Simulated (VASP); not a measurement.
# Li2S (Fm-3m) in VASP: notebook, part 2 of 2

VASP 6.6.1.

**4. Single point, PBE**

INCAR

```
SYSTEM = Li2S
ALGO     = Normal         ! electronic algorithm
EDIFF    = 1E-6           ! SCF threshold, eV
ENCUT    = 750            ! plane-wave cutoff, eV
GGA      = PE             ! functional
GGA_COMPAT= .False.      
ISIF     = 2              ! what is computed and relaxed
ISMEAR   = 1              ! smearing method
LASPH    = .True.         ! aspherical terms in the spheres
LCHARG   = .False.        ! write CHGCAR
LREAL    = .False.        ! projectors in reciprocal space
LWAVE    = .False.        ! write WAVECAR
NBANDS   = 13             ! bands
NELM     = 120            ! most SCF steps
PREC     = Accurate       ! precision mode
SIGMA    = 0.5            ! smearing width, eV
```

KPOINTS

```
k-points
0
Gamma
  6 6 6
  0 0 0
```

POSCAR

```
Li2S
1.0
    0.0000000000      2.8452942165      2.8452942165
    2.8452942165      0.0000000000      2.8452942165
    2.8452942165      2.8452942165      0.0000000000
S Li
1 2
Direct
    0.0000000000      0.0000000000      0.0000000000
    0.2500000000      0.2500000000      0.2500000000
    0.7500000000      0.7500000000      0.7500000000
```

Potentials or basis: VASP PAW PBE potentials, release 64 (S, Li_sv).

On the command line:

```bash
cat potpaw_PBE.64/S/POTCAR potpaw_PBE.64/Li_sv/POTCAR > POTCAR
mpirun -np 1 vasp_std > vasp.out
```

OUTCAR:

```text
SYSTEM = Li2S
   EDIFF = 1E-6
   ENCUT = 750
   GGA = PE
   ISIF = 2
   ISMEAR = 1
   LASPH = .True.
   LREAL = .False.
   NELM = 120
   PREC = Accurate

 ion  position               nearest neighbor table
   1  0.000  0.000  0.000-   3 2.46   3 2.46   3 2.46   2 2.46   3 2.46   2 2.46   2 2.46   2 2.46

   2  0.250  0.250  0.250-   1 2.46   1 2.46   1 2.46   1 2.46
   3  0.750  0.750  0.750-   1 2.46   1 2.46   1 2.46   1 2.46

  LATTYP: Found a face centered cubic cell.
 ALAT       =     5.6905884330

  Lattice vectors:

 A1 = (   0.0000000000,   2.8452942165,   2.8452942165)
 A2 = (   2.8452942165,   0.0000000000,   2.8452942165)
 A3 = (   2.8452942165,   2.8452942165,   0.0000000000)

Analysis of symmetry for initial positions (statically):
=====================================================================
 Subroutine PRICEL returns:
 Original cell was already a primitive cell.

 Routine SETGRP: Setting up the symmetry group for a
 face centered cubic supercell.

 Subroutine GETGRP returns: Found 48 space group operations
 (whereof 48 operations were pure point group operations)
[... 172 lines left out ...]
      7       5.7748     -0.00000
      8       7.7177     -0.00000
      9       7.7177     -0.00000
     10       7.7177     -0.00000
     11      12.6747      0.00000
     12      12.6747      0.00000
     13      13.9347      0.00000
[... 226 lines left out ...]
  band No.  band energies     occupation
      1     -42.6550      2.00000
      2     -42.6479      2.00000
      3      -8.9816      2.00000
      4      -0.5265      2.00000
      5      -0.2052      2.00001
      6      -0.1561      2.00001
      7       6.1671     -0.00000
      8       9.4294     -0.00000
      9       9.8590     -0.00000
     10      11.5685     -0.00000
     11      12.9936      0.00000
     12      13.9177      0.00000
     13      14.1052      0.00000

------------------------ aborting loop because EDIFF is reached ----------------------------------------

  FORCE on cell =-STRESS in cart. coord.  units (eV):
  Direction    XX          YY          ZZ          XY          YZ          ZX
  --------------------------------------------------------------------------------------
  -------------------------------------------------------------------------------------
  Total        0.0299802      0.0299802      0.0299802      0.0000000     -0.0000000     -0.0000000
  in kB        1.0426370      1.0426370      1.0426370      0.0000000     -0.0000000     -0.0000000
  external PRESSURE =       1.0426370 kB  Pullay stress =       0.0000000 kB

 VOLUME and BASIS-vectors are now :
 -----------------------------------------------------------------------------
  energy-cutoff  :      750.00
  volume of cell :       46.07
      direct lattice vectors                 reciprocal lattice vectors
     0.000000000  2.845294217  2.845294217    -0.175728751  0.175728751  0.175728751
     2.845294217  0.000000000  2.845294217     0.175728751 -0.175728751  0.175728751
     2.845294217  2.845294217  0.000000000     0.175728751  0.175728751 -0.175728751

 POSITION                                       TOTAL-FORCE (eV/Angst)
 -----------------------------------------------------------------------------------
      0.00000      0.00000      0.00000         0.000000     -0.000000      0.000000
      1.42265      1.42265      1.42265        -0.000000     -0.000000      0.000000
      4.26794      4.26794      4.26794         0.000000      0.000000     -0.000000
 -----------------------------------------------------------------------------------
    total drift:                                0.000000      0.000000      0.000000

  FREE ENERGIE OF THE ION-ELECTRON SYSTEM (eV)
  ---------------------------------------------------
  free  energy   TOTEN  =       -11.9839874088 eV

  energy  without entropy=      -12.0154112443  energy(sigma->0) =      -11.99446202
```

Run time: 9.2 s. Hardware: 1 thread of Intel Xeon 6975P-C (Granite Rapids), shared host; peak memory 0.19 GiB.

Results:

* Free energy: -11.9840 eV
* Pressure: 0.1 GPa
* Band gap on the k mesh: 3.39 eV, indirect (least direct gap 4.29 eV)

A k mesh can miss the band edges. PBE gaps usually lie below the measured ones, often by a third to a half.

**5. Single point, PBE-based screened hybrid**

POSCAR is that of step 4.

INCAR.step1

```
PREC     = Accurate       # precision mode
ENCUT    = 650            # plane-wave cutoff, eV
EDIFF    = 1E-5           # SCF threshold, eV
ISMEAR   = 0              # smearing method
SIGMA    = 0.01           # smearing width, eV
LREAL    = False          # projectors in reciprocal space
LASPH    = True           # aspherical terms in the spheres
NELM     = 120            # most SCF steps
ALGO     = Normal         # electronic algorithm
ISIF     = 2              # what is computed and relaxed
LWAVE    = True           # write WAVECAR
LCHARG   = False          # write CHGCAR
NBANDS   = 13             # bands
GGA      = PE             # functional
GGA_COMPAT= False
```

INCAR.step2

```
PREC     = Accurate       # precision mode
ENCUT    = 650            # plane-wave cutoff, eV
EDIFF    = 1E-6           # SCF threshold, eV
ISMEAR   = 0              # smearing method
SIGMA    = 0.01           # smearing width, eV
LREAL    = False          # projectors in reciprocal space
LASPH    = True           # aspherical terms in the spheres
NELM     = 120            # most SCF steps
ALGO     = Normal         # electronic algorithm
ISIF     = 2              # what is computed and relaxed
LWAVE    = False          # write WAVECAR
LCHARG   = False          # write CHGCAR
GGA      = PE             # functional
LHFCALC  = True           # exact exchange
AEXX     = 0.2            # exact-exchange fraction
HFSCREEN = 0.1            # screening, 1/A
PRECFOCK = Normal       
NBANDS   = 13             # bands
ISTART   = 1            
GGA_COMPAT= False
```

KPOINTS

```
regular mesh
0
Gamma
  4 4 4
```

Potentials or basis: VASP PAW PBE potentials, release 64 (S, Li_sv).

On the command line:

```bash
cat potpaw_PBE.64/S/POTCAR potpaw_PBE.64/Li_sv/POTCAR > POTCAR
cp INCAR.step1 INCAR
mpirun -np 1 vasp_std > vasp.out
cp INCAR.step2 INCAR
mpirun -np 1 vasp_std > vasp.out
```

OUTCAR:

```text
PREC = Accurate
   ENCUT = 650
   EDIFF = 1E-6
   ISMEAR = 0
   LREAL = False
   LASPH = True
   NELM = 120
   ISIF = 2
   GGA = PE
   LHFCALC = True
   AEXX = 0.2
   HFSCREEN = 0.1
   PRECFOCK = Normal
   ISTART = 1

 ion  position               nearest neighbor table
   1  0.000  0.000  0.000-   3 2.46   3 2.46   3 2.46   2 2.46   3 2.46   2 2.46   2 2.46   2 2.46

   2  0.250  0.250  0.250-   1 2.46   1 2.46   1 2.46   1 2.46
   3  0.750  0.750  0.750-   1 2.46   1 2.46   1 2.46   1 2.46

  LATTYP: Found a face centered cubic cell.
 ALAT       =     5.6905884330

  Lattice vectors:

 A1 = (   0.0000000000,   2.8452942165,   2.8452942165)
 A2 = (   2.8452942165,   0.0000000000,   2.8452942165)
 A3 = (   2.8452942165,   2.8452942165,   0.0000000000)

Analysis of symmetry for initial positions (statically):
=====================================================================
 Subroutine PRICEL returns:
 Original cell was already a primitive cell.

 Routine SETGRP: Setting up the symmetry group for a
 face centered cubic supercell.

 Subroutine GETGRP returns: Found 48 space group operations
 (whereof 48 operations were pure point group operations)
 out of a pool of 48 trial point group operations.

The static configuration has the point symmetry O_h .

Analysis of symmetry for dynamics (positions and initial velocities):
=====================================================================
 Subroutine PRICEL returns:
 Original cell was already a primitive cell.

 Routine SETGRP: Setting up the symmetry group for a
 face centered cubic supercell.

 Subroutine GETGRP returns: Found 48 space group operations
 (whereof 48 operations were pure point group operations)
 out of a pool of 48 trial point group operations.

The dynamic configuration has the point symmetry O_h .

 Subroutine INISYM returns: Found 48 space group operations
 (whereof 48 operations are pure point group operations),
 and found     1 'primitive' translations

----------------------------------------------------------------------------------------

                                     Primitive cell

  volume of cell :      46.0693

  direct lattice vectors                    reciprocal lattice vectors
     0.000000000  2.845294217  2.845294217    -0.175728751  0.175728751  0.175728751
     2.845294217  0.000000000  2.845294217     0.175728751 -0.175728751  0.175728751
     2.845294217  2.845294217  0.000000000     0.175728751  0.175728751 -0.175728751

  length of vectors
     4.023853670  4.023853670  4.023853670     0.304371126  0.304371126  0.304371126

  position of ions in fractional coordinates (direct lattice)
     0.000000000  0.000000000  0.000000000
     0.250000000  0.250000000  0.250000000
     0.750000000  0.750000000  0.750000000

  ion indices of the primitive-cell ions
   primitive index   ion index
                 1           1
                 2           2
                 3           3

----------------------------------------------------------------------------------------

 KPOINTS: regular mesh

Automatic generation of k-mesh.
 Grid dimensions read from file:
 generate k-points for:    4    4    4

 Generating k-lattice:

[... 34 lines left out ...]
 SYSTEM =  unknown system
   PREC   = accura    normal or accurate (medium, high low for compatibility)
   ISTART =      1    job   : 0-new  1-cont  2-samecut
   ICHARG =      0    charge: 1-file 2-atom 10-const
   ISPIN  =      1    spin polarized calculation?
   LNONCOLLINEAR =      F non collinear calculations
   LSORBIT =      F    spin-orbit coupling
   LASPH  =      T    aspherical Exc in radial PAW
   ENCUT  =  650.0 eV  47.77 Ry    6.91 a.u.   8.36  8.36  8.36*2*pi/ulx,y,z
   NELM   =    120;   NELMIN=  2; NELMDL=  0     # of ELM steps
   EDIFF  = 0.1E-05   stopping-criterion for ELM
   LREAL  =      F    real-space projection
   EDIFFG = 0.1E-04   stopping-criterion for IOM
   NSW    =      0    number of steps for IOM
   IBRION =     -1    ionic relax: 0-MD 1-quasi-New 2-CG
   NFREE  =      0    steps in history (QN), initial steepest desc. (CG)
   ISIF   =      2    stress and relaxation
   ISYM   =      3    0-nonsym 1-usesym 2-fastsym
   POTIM  = 0.5000    time-step for ionic-motion
   TEBEG  =    0.0;   TEEND  =   0.0 temperature during run
   PSTRESS=    0.0 pullay stress
   NELECT =      12.0000    total number of electrons
   NUPDOWN=      -1.0000    fix difference up-down
   EMIN   =  10.00;   EMAX   =-10.00  energy-range for DOS
   EFERMI =   0.00;   METHOD = LEGACY
   ISMEAR =     0;   SIGMA  =   0.01  broadening in eV -4-tet -1-fermi 0-gaus
   EFERMI_NEDOS =   21; number of points for ismear=-14 and -15
   IALGO  =     38    algorithm
   IMIX   =      1    mixing-type and parameters
     AMIX     =   0.40;   BMIX     =  1.00
     AMIX_MAG =   1.60;   BMIX_MAG =  1.00
  volume/ion in A,a.u.               =      15.36       103.63
  Fermi-wavevector in a.u.,A,eV,Ry     =   1.045518  1.975742 14.872628  1.093107
  Thomas-Fermi vector in A             =   2.180317
   LORBIT       =      0    0 simple, 1 ext, 2 COOP (PROOUT), +10 PAW based schemes
   GGA     = PE    functional components
   LHFCALC =     T    Hartree Fock is set to
   PRECFOCK=normal    Normal, Fast or Accurate (Low or Medium for compatibility)
   ENCUT4O =  -1.0   cutoff for four orbital integrals eV
   NKREDX  =     1    reduce k-point grid by
   NKREDY  =     1    reduce k-point grid by
   NKREDZ  =     1    reduce k-point grid by
   AEXX    =    0.2000 exact exchange contribution
   HFSCREEN=    0.1000 screening length (either q_TF or 0.3 A-1)
   HFSCREENC=   0.1000 screening length for correlation (either q_TF or 0.3 A-1)
   ENCUTFOCK=  -1.0 apply spherical cutoff to Coloumb kernel
   IVDW    =     0    specifies the selected vdW correction
   LEPSILON=     F    determine dielectric tensor
   LRPA    =     F    only Hartree local field effects (RPA)
 non-spin polarized calculation
 Gauss-broadening in eV      SIGMA  =   0.01
  energy-cutoff  :      650.00
  volume of cell :       46.07
 maximum number of plane-waves:      1759
 NGX is ok and might be reduce to    36
  NGX = 28; NGY = 28; NGZ = 28

 number of electron      11.9999998 magnetization

 Free energy of the ion-electron system (eV)
  ---------------------------------------------------
  ext. energy  EPLUGINS =         0.00000000
  ---------------------------------------------------
  free energy    TOTEN  =       -13.55597326 eV

  energy without entropy =      -13.55597326  energy(sigma->0) =      -13.55597326

 E-fermi :   0.8615     XC(G=0):  -7.2532

 val. band max:        0.7643192470   @ k =   0.0000   0.0000   0.0000
 cond. band min:       5.1707033926   @ k =   0.5000   0.5000   0.0000
 fundamental gap:      4.4063841456
 Fermi energy:         0.8615247572

 k-point     1 :       0.0000    0.0000    0.0000
  band No.  band energies     occupation
      1     -45.8098      2.00000
      2     -45.7658      2.00000
      3     -11.2222      2.00000
      4       0.7643      2.00000
      5       0.7643      2.00000
      6       0.7643      2.00000
      7       6.1692      0.00000
      8       8.2109      0.00000
      9       8.2109      0.00000
     10       8.2109      0.00000
     11      13.3231      0.00000
     12      13.3231      0.00000
     13      14.5462      0.00000
[... 98 lines left out ...]
  band No.  band energies     occupation
      1     -45.7864      2.00000
      2     -45.7864      2.00000
      3     -10.5782      2.00000
      4      -1.2280      2.00000
      5      -1.2280      2.00000
      6      -1.1084      2.00000
      7       7.3351      0.00000
      8       9.3398      0.00000
      9      10.9950      0.00000
     10      10.9950      0.00000
     11      14.1890      0.00000
     12      14.1890      0.00000
     13      14.9512      0.00000

------------------------ aborting loop because EDIFF is reached ----------------------------------------

  FORCE on cell =-STRESS in cart. coord.  units (eV):
  Direction    XX          YY          ZZ          XY          YZ          ZX
  --------------------------------------------------------------------------------------
  -------------------------------------------------------------------------------------
  Total       -0.1434364     -0.1434364     -0.1434364     -0.0000000      0.0000000     -0.0000000
  in kB       -4.9883688     -4.9883688     -4.9883688     -0.0000000      0.0000000     -0.0000000
  external PRESSURE =      -4.9883688 kB  Pullay stress =       0.0000000 kB

 VOLUME and BASIS-vectors are now :
 -----------------------------------------------------------------------------
  energy-cutoff  :      650.00
  volume of cell :       46.07
      direct lattice vectors                 reciprocal lattice vectors
     0.000000000  2.845294217  2.845294217    -0.175728751  0.175728751  0.175728751
     2.845294217  0.000000000  2.845294217     0.175728751 -0.175728751  0.175728751
     2.845294217  2.845294217  0.000000000     0.175728751  0.175728751 -0.175728751

 POSITION                                       TOTAL-FORCE (eV/Angst)
 -----------------------------------------------------------------------------------
      0.00000      0.00000      0.00000        -0.000000      0.000000     -0.000000
      1.42265      1.42265      1.42265         0.000000      0.000000      0.000000
      4.26794      4.26794      4.26794        -0.000000     -0.000000     -0.000000
 -----------------------------------------------------------------------------------
    total drift:                                0.000000      0.000000      0.000000

  FREE ENERGIE OF THE ION-ELECTRON SYSTEM (eV)
  ---------------------------------------------------
  free  energy   TOTEN  =       -13.5559732604 eV

  energy  without entropy=      -13.5559732604  energy(sigma->0) =      -13.55597326
```

Run time: 1.9 min. Hardware: 1 thread of Intel Xeon 6975P-C (Granite Rapids), shared host; peak memory 0.3 GiB.

What came out:

- Free energy: -13.5560 eV
- Pressure: -0.5 GPa
- Band gap on the k mesh: 4.41 eV, indirect (least direct gap 5.40 eV)

Caveat: the k points lie up to 0.48 Å⁻¹ apart; the PAW data sets were made with another functional, which shifts forces and pressure a little. A k mesh can miss the band edges.

**6. The runs side by side**

| level | k mesh | cutoff (eV) | smearing | grid for exact exchange (PRECFOCK) | share of exact exchange | screening parameter | gap on the mesh (eV) | pressure (GPa) |
| --- | --- | --- | --- | --- | --- | --- | --- | --- |
| PBE | 6 × 6 × 6 | 750 | gaussian 0.5 eV | - | - | - | 3.39 | 0.2 |
| PBE | 6 × 6 × 6 | 750 | gaussian 0.001 eV | - | - | - | 3.39 | 0.2 |
| PBE | 6 × 6 × 6 | 750 | methfessel-paxton 0.5 eV | - | - | - | 3.39 | 0.1 |
| PBE-based screened hybrid | 4 × 4 × 4 | 650 | gaussian 0.01 eV | Normal | 0.2 | 0.1 1/Å | 4.41 | -0.5 |

Alike in all rows: task single point; potentials or basis VASP PAW PBE potentials, release 64 (S, Li_sv); no spin polarisation; cell as given.

Caveats: some runs use coarse meshes; the PAW data sets were made with another functional, which shifts forces and pressure a little (some runs).

Absolute energies hang on the potentials; compare differences alone.
